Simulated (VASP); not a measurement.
# AlCo (Pm) in VASP: single point with PBE

Aim: the single point of AlCo with PBE.

All numbers are computed with VASP 6.6.1; they aren't measurements. Logs are shortened: lines on timing, memory, paths and dates and some standing lists are left out, and cuts for length are marked.

## 1. The cell of the first run

Symmetry: Pm, No. 6, monoclinic system. Conventional cell: a = 2.852 Å, b = 2.852 Å, c = 8.631 Å, α = 90.00°, β = 97.59°, γ = 90.00°. Al (site symmetry m) has 8 Co at 2.47 Å and 7 Al at 2.85 to 3.33 Å within 3.4 Å. Within 3.3 Å of Al (site symmetry m) lie 8 Co at 2.47 Å and 6 Al at 2.85 Å. Al (site symmetry m) has 6 Co at 2.04 to 2.47 Å within 2.7 Å. Co (site symmetry m) has 6 Al at 2.04 to 2.47 Å within 2.7 Å. Co (site symmetry m) has 8 Al at 2.47 Å and 6 Co at 2.85 Å within 3.3 Å. Co (site symmetry m) has 8 Al at 2.47 Å and 7 Co at 2.85 to 3.33 Å within 3.4 Å.

## 2. Single point, PBE (the part above a cut slid along it)

The input, INCAR:

```
SYSTEM = AlCo
PREC     = Accurate       ! precision mode
ENCUT    = 520            ! plane-wave cutoff, eV
EDIFF    = 1E-6           ! SCF threshold, eV
ISMEAR   = 0              ! smearing method
SIGMA    = 0.15           ! smearing width, eV
LREAL    = .FALSE.        ! projectors in reciprocal space
LASPH    = .TRUE.         ! aspherical terms in the spheres
NELM     = 100            ! most SCF steps
ALGO     = Fast           ! electronic algorithm
ISIF     = 2              ! what is computed and relaxed
LWAVE    = .FALSE.        ! write WAVECAR
LCHARG   = .FALSE.        ! write CHGCAR
GGA      = PE             ! functional
NBANDS   = 27             ! bands
```

The input, KPOINTS:

```
Automatic mesh
0
G
  21 21 7
  0 0 0
```

The input, POSCAR:

```
AlCo
1.0
    0.0000000000     -2.8519024102      0.0000000000
    0.0000000000      0.0000000000     -2.8519024102
    8.5557072306     -1.1407609641      0.0000000000
Al Co
3 3
Direct
    0.9000066667      1.0000000000      0.2499833333
    0.7666733333      1.0000000000      0.5833166667
    0.6333400000      1.0000000000      0.9166500000
    0.4666733333      0.5000000000      0.0833166667
    0.3333400000      0.5000000000      0.4166500000
    0.2000066667      0.5000000000      0.7499833333
```

Potentials or basis: VASP PAW PBE potentials, release 64 (Al, Co).

The run is started by

```console
> cat potpaw_PBE.64/Al/POTCAR potpaw_PBE.64/Co/POTCAR > POTCAR
> mpirun -np 1 vasp_std > vasp.out
```

OUTCAR:

```text
SYSTEM = AlCo
   PREC = Accurate
   ENCUT = 520
   EDIFF = 1E-6
   ISMEAR = 0
   LREAL = .FALSE.
   LASPH = .TRUE.
   NELM = 100
   ISIF = 2
   GGA = PE

 ion  position               nearest neighbor table
   1  0.900  0.000  0.250-   4 2.47   4 2.47   4 2.47   4 2.47   5 2.47   5 2.47   5 2.47   5 2.47
                             2 2.85   3 3.07   3 3.33
   2  0.767  0.000  0.583-   6 2.47   6 2.47   6 2.47   6 2.47   5 2.47   5 2.47   5 2.47   5 2.47
                             3 2.85   1 2.85
   3  0.633  0.000  0.917-   4 2.04   4 2.04   6 2.47   6 2.47   6 2.47   6 2.47   2 2.85   1 3.07
                             1 3.33
   4  0.467  0.500  0.083-   3 2.04   3 2.04   1 2.47   1 2.47   1 2.47   1 2.47   5 2.85   6 3.07

   5  0.333  0.500  0.417-   1 2.47   1 2.47   2 2.47   2 2.47   1 2.47   1 2.47   2 2.47   2 2.47
                             4 2.85   6 2.85
   6  0.200  0.500  0.750-   2 2.47   2 2.47   2 2.47   2 2.47   3 2.47   3 2.47   3 2.47   3 2.47
                             5 2.85   4 3.07

  LATTYP: Found a simple monoclinic cell.
 ALAT       =     2.8519024102
 B/A-ratio  =     1.0000000000
 C/A-ratio  =     3.0265491901
 COS(beta)  =    -0.1321637201

  Lattice vectors:

 A1 = (   0.0000000000,  -2.8519024102,   0.0000000000)
 A2 = (   0.0000000000,   0.0000000000,   2.8519024102)
 A3 = (  -8.5557072306,   1.1407609641,   0.0000000000)

Analysis of symmetry for initial positions (statically):
=====================================================================
 Subroutine PRICEL returns:
 Original cell was already a primitive cell.

 Routine SETGRP: Setting up the symmetry group for a
 simple monoclinic supercell.

 Subroutine GETGRP returns: Found  2 space group operations
 (whereof  2 operations were pure point group operations)
 out of a pool of  4 trial point group operations.

The static configuration has the point symmetry C_1h.

Analysis of symmetry for dynamics (positions and initial velocities):
=====================================================================
 Subroutine PRICEL returns:
 Original cell was already a primitive cell.

 Routine SETGRP: Setting up the symmetry group for a
 simple monoclinic supercell.

 Subroutine GETGRP returns: Found  2 space group operations
 (whereof  2 operations were pure point group operations)
 out of a pool of  4 trial point group operations.

The dynamic configuration has the point symmetry C_1h.

 Subroutine INISYM returns: Found  2 space group operations
 (whereof  2 operations are pure point group operations),
 and found     1 'primitive' translations

----------------------------------------------------------------------------------------

                                     Primitive cell

  volume of cell :      69.5865

  direct lattice vectors                    reciprocal lattice vectors
     0.000000000 -2.851902410  0.000000000    -0.046752418 -0.350643134  0.000000000
     0.000000000  0.000000000 -2.851902410     0.000000000  0.000000000 -0.350643134
     8.555707231 -1.140760964  0.000000000     0.116881045  0.000000000  0.000000000

  length of vectors
     2.851902410  2.851902410  8.631422930     0.353746231  0.350643134  0.116881045

  position of ions in fractional coordinates (direct lattice)
     0.900006667  0.000000000  0.249983333
     0.766673333  0.000000000  0.583316667
     0.633340000  0.000000000  0.916650000
     0.466673333  0.500000000  0.083316667
     0.333340000  0.500000000  0.416650000
     0.200006667  0.500000000  0.749983333

  ion indices of the primitive-cell ions
   primitive index   ion index
                 1           1
                 2           2
                 3           3
                 4           4
                 5           5
                 6           6

----------------------------------------------------------------------------------------

 KPOINTS: Automatic mesh

Automatic generation of k-mesh.
 Grid dimensions read from file:
 generate k-points for:   21   21    7

 Generating k-lattice:

  Cartesian coordinates                     Fractional coordinates (reciprocal lattice)
    -0.002226306 -0.016697292  0.000000000     0.047619048  0.000000000 -0.000000000
     0.000000000  0.000000000 -0.016697292     0.000000000  0.047619048  0.000000000
     0.016697292  0.000000000  0.000000000     0.000000000  0.000000000  0.142857143

  Length of vectors
     0.016845059  0.016697292  0.016697292

  Shift w.r.t. Gamma in fractional coordinates (k-lattice)
     0.000000000  0.000000000  0.000000000

 Subroutine IBZKPT returns following result:
 ===========================================

 Found    814 irreducible k-points:

 Following reciprocal coordinates:
            Coordinates               Weight
  0.000000  0.000000  0.000000      1.000000
  0.047619  0.000000  0.000000      2.000000
  0.095238  0.000000  0.000000      2.000000
  0.142857  0.000000  0.000000      2.000000
  0.190476  0.000000  0.000000      2.000000
  0.238095  0.000000  0.000000      2.000000
[... 16 lines left out ...]
  0.000000  0.095238  0.000000      2.000000
  0.047619  0.095238  0.000000      4.000000
 [... further k-points ...]
   k-points           NKPTS =    814   k-points in BZ     NKDIM =    814   number of bands    NBANDS=     27
   number of dos      NEDOS =    301   number of ions     NIONS =      6
   total plane-waves  NPLWV =  36864
   dimension x,y,z NGX =    24 NGY =   24 NGZ =   64
   dimension x,y,z NGXF=    48 NGYF=   48 NGZF=  128
   ions per type =               3   3
   NGX,Y,Z   is equivalent  to a cutoff of  13.99, 13.99, 12.33 a.u.
   NGXF,Y,Z  is equivalent  to a cutoff of  27.98, 27.98, 24.65 a.u.
 SYSTEM =  AlCo
   PREC   = accura    normal or accurate (medium, high low for compatibility)
   ISTART =      0    job   : 0-new  1-cont  2-samecut
   ICHARG =      2    charge: 1-file 2-atom 10-const
   ISPIN  =      1    spin polarized calculation?
   LNONCOLLINEAR =      F non collinear calculations
   LSORBIT =      F    spin-orbit coupling
   LASPH  =      T    aspherical Exc in radial PAW
   ENCUT  =  520.0 eV  38.22 Ry    6.18 a.u.   5.30  5.30 16.05*2*pi/ulx,y,z
   NELM   =    100;   NELMIN=  2; NELMDL= -5     # of ELM steps
   EDIFF  = 0.1E-05   stopping-criterion for ELM
   LREAL  =      F    real-space projection
   EDIFFG = 0.1E-04   stopping-criterion for IOM
   NSW    =      0    number of steps for IOM
   IBRION =     -1    ionic relax: 0-MD 1-quasi-New 2-CG
   NFREE  =      0    steps in history (QN), initial steepest desc. (CG)
   ISIF   =      2    stress and relaxation
   ISYM   =      2    0-nonsym 1-usesym 2-fastsym
   POTIM  = 0.5000    time-step for ionic-motion
   TEBEG  =    0.0;   TEEND  =   0.0 temperature during run
   PSTRESS=    0.0 pullay stress
   NELECT =      36.0000    total number of electrons
   NUPDOWN=      -1.0000    fix difference up-down
   EMIN   =  10.00;   EMAX   =-10.00  energy-range for DOS
   EFERMI =   0.00;   METHOD = LEGACY
   ISMEAR =     0;   SIGMA  =   0.15  broadening in eV -4-tet -1-fermi 0-gaus
   EFERMI_NEDOS =   21; number of points for ismear=-14 and -15
   IALGO  =     68    algorithm
   IMIX   =      4    mixing-type and parameters
     AMIX     =   0.40;   BMIX     =  1.00
     AMIX_MAG =   1.60;   BMIX_MAG =  1.00
  volume/ion in A,a.u.               =      11.60        78.27
  Fermi-wavevector in a.u.,A,eV,Ry     =   1.314218  2.483511 23.499543  1.727168
  Thomas-Fermi vector in A             =   2.444486
   LORBIT       =      0    0 simple, 1 ext, 2 COOP (PROOUT), +10 PAW based schemes
   GGA     = PE    functional components
   LHFCALC =     F    Hartree Fock is set to
   AEXX    =    0.0000 exact exchange contribution
   IVDW    =     0    specifies the selected vdW correction
   LEPSILON=     F    determine dielectric tensor
   LRPA    =     F    only Hartree local field effects (RPA)
 non-spin polarized calculation
 RMM-DIIS sequential band-by-band and
 Gauss-broadening in eV      SIGMA  =   0.15
  energy-cutoff  :      520.00
  volume of cell :       69.59
 maximum number of plane-waves:      1895
 NGX is ok and might be reduce to    24
   NGX = 11   NGY = 11   NGZ = 33

 number of electron      35.9999999 magnetization

 Free energy of the ion-electron system (eV)
  ---------------------------------------------------
  ext. energy  EPLUGINS =         0.00000000
  ---------------------------------------------------
  free energy    TOTEN  =       -34.06163259 eV

  energy without entropy =      -34.02670194  energy(sigma->0) =      -34.04416727

 E-fermi :  10.4399     XC(G=0): -12.2241

 val. band max:       10.4383091033   @ k =  -0.4762   0.3810   0.1429
 cond. band min:      10.4404140890   @ k =  -0.2857   0.0952   0.4286
 fundamental gap:      0.0021049857
 Fermi energy:        10.4398928301

 k-point     1 :       0.0000    0.0000    0.0000
  band No.  band energies     occupation
      1      -0.4970      2.00000
      2       1.4871      2.00000
      3       1.6263      2.00000
      4       6.2363      2.00000
      5       6.3600      2.00000
      6       7.4183      2.00000
[... 19 lines left out ...]
     26      19.0165      0.00000
     27      19.1936      0.00000

 k-point     2 :       0.0476    0.0000    0.0000
  band No.  band energies     occupation
      1      -0.4536      2.00000
      2       1.4939      2.00000
      3       1.6988      2.00000
      4       6.2206      2.00000
      5       6.4142      2.00000
      6       7.4304      2.00000
[... 19 lines left out ...]
     26      18.9897      0.00000
     27      19.2986      0.00000

 k-point     3 :       0.0952    0.0000    0.0000
  band No.  band energies     occupation
      1      -0.3235      2.00000
      2       1.5500      2.00000
      3       1.8795      2.00000
      4       6.2159      2.00000
      5       6.5309      2.00000
      6       7.4658      2.00000
[... 19 lines left out ...]
     26      19.0750      0.00000
     27      19.4988      0.00000

 k-point     4 :       0.1429    0.0000    0.0000
  band No.  band energies     occupation
      1      -0.1079      2.00000
      2       1.6780      2.00000
      3       2.1421      2.00000
      4       6.2455      2.00000
      5       6.6766      2.00000
      6       7.5196      2.00000
[... 19 lines left out ...]
     26      19.0327      0.00000
     27      19.2590      0.00000

 k-point     5 :       0.1905    0.0000    0.0000
  band No.  band energies     occupation
      1       0.1914      2.00000
      2       1.8812      2.00000
      3       2.4774      2.00000
      4       6.3090      2.00000
      5       6.8329      2.00000
      6       7.5147      2.00000
[... 19 lines left out ...]
     26      18.1733      0.00000
     27      19.5016      0.00000

 k-point     6 :       0.2381    0.0000    0.0000
  band No.  band energies     occupation
      1       0.5720      2.00000
      2       2.1578      2.00000
      3       2.8771      2.00000
      4       6.3978      2.00000
      5       6.9766      2.00000
      6       7.3127      2.00000
[... 444 lines left out ...]
      1       2.8479      2.00000
      2       3.9075      2.00000
      3       4.7543      2.00000
      4       5.1447      2.00000
      5       5.9432      2.00000
      6       6.5214      2.00000
[... 19 lines left out ...]
     26      18.6981      0.00000
     27      19.9215      0.00000

 k-point    22 :       0.4762    0.0476   -0.0000
  band No.  band energies     occupation
      1       3.5241      2.00000
      2       4.2139      2.00000
      3       4.5622      2.00000
      4       4.9177      2.00000
      5       5.7112      2.00000
      6       6.3034      2.00000
[... 19 lines left out ...]
     26      18.7763      0.00000
     27      20.5323      0.00000

 k-point    23 :       0.0000    0.0952    0.0000
  band No.  band energies     occupation
      1      -0.3249      2.00000
      2       1.6442      2.00000
      3       1.7842      2.00000
      4       6.3405      2.00000
      5       6.4445      2.00000
      6       7.4165      2.00000
[... 19 lines left out ...]
     26      17.6919      0.00000
     27      19.4170      0.00000

 k-point    24 :       0.0476    0.0952    0.0000
  band No.  band energies     occupation
      1      -0.2817      2.00000
      2       1.6513      2.00000
      3       1.8557      2.00000
      4       6.3222      2.00000
      5       6.5006      2.00000
      6       7.4292      2.00000
[... 19 lines left out ...]
     26      17.5896      0.00000
     27      19.7507      0.00000

 [... further k-points ...]

------------------------ aborting loop because EDIFF is reached ----------------------------------------

  FORCE on cell =-STRESS in cart. coord.  units (eV):
  Direction    XX          YY          ZZ          XY          YZ          ZX
  --------------------------------------------------------------------------------------
  -------------------------------------------------------------------------------------
  Total        6.7122362      0.1700639      6.4650150      2.6246127      0.0000000      0.0000000
  in kB      154.5441525      3.9155925    148.8520724     60.4297198      0.0000000      0.0000000
  external PRESSURE =     102.4372725 kB  Pullay stress =       0.0000000 kB

 VOLUME and BASIS-vectors are now :
 -----------------------------------------------------------------------------
  energy-cutoff  :      520.00
  volume of cell :       69.59
      direct lattice vectors                 reciprocal lattice vectors
     0.000000000 -2.851902410  0.000000000    -0.046752418 -0.350643134  0.000000000
     0.000000000  0.000000000 -2.851902410     0.000000000  0.000000000 -0.350643134
     8.555707231 -1.140760964  0.000000000     0.116881045  0.000000000  0.000000000

 POSITION                                       TOTAL-FORCE (eV/Angst)
 -----------------------------------------------------------------------------------
      2.13878     -2.85190      0.00000        -0.281787      0.062177      0.000000
      4.99069     -2.85190      0.00000         0.044528     -0.005928      0.000000
      7.84259     -2.85190      0.00000        -4.854165     -1.456181      0.000000
      0.71283     -1.42595     -1.42595         4.829547      1.563456      0.000000
      3.56474     -1.42595     -1.42595         0.039317      0.008069      0.000000
      6.41664     -1.42595     -1.42595         0.222560     -0.171593      0.000000
 -----------------------------------------------------------------------------------
    total drift:                               -0.000070     -0.000288      0.000000

  FREE ENERGIE OF THE ION-ELECTRON SYSTEM (eV)
  ---------------------------------------------------
  free  energy   TOTEN  =       -34.0616325895 eV

  energy  without entropy=      -34.0267019441  energy(sigma->0) =      -34.04416727
```

Wall time 39 min (1 thread of Oxide Virtual Turin-like, shared host); peak memory 1.1 GiB.

Results:

- Free energy: -34.0616 eV
- Pressure: 10.2 GPa
- Largest force: 5.076 eV/Å
- Band gap on the k mesh: zero (bands 18 and 19 overlap by 0.69 eV)

Forces in eV/Å, atoms in the order of the input:
```
Al  -0.282  0.062  0.000
Al   0.045 -0.006  0.000
Al  -4.854 -1.456  0.000
Co   4.830  1.563  0.000
Co   0.039  0.008  0.000
Co   0.223 -0.172  0.000
```

Stress tensor (GPa, compression positive):
```
15.45  6.04  0.00
 6.04  0.39  0.00
 0.00  0.00 14.89
```

Caveat: the cell differs from its parent crystal (the part above a cut slid along it); the stress differs along the axes, from 0 to 15 GPa; the run has no spin polarisation, though such a crystal can be magnetic; forces of over 1 eV/Å act on the atoms, so gaps and moduli don't describe the material at rest.
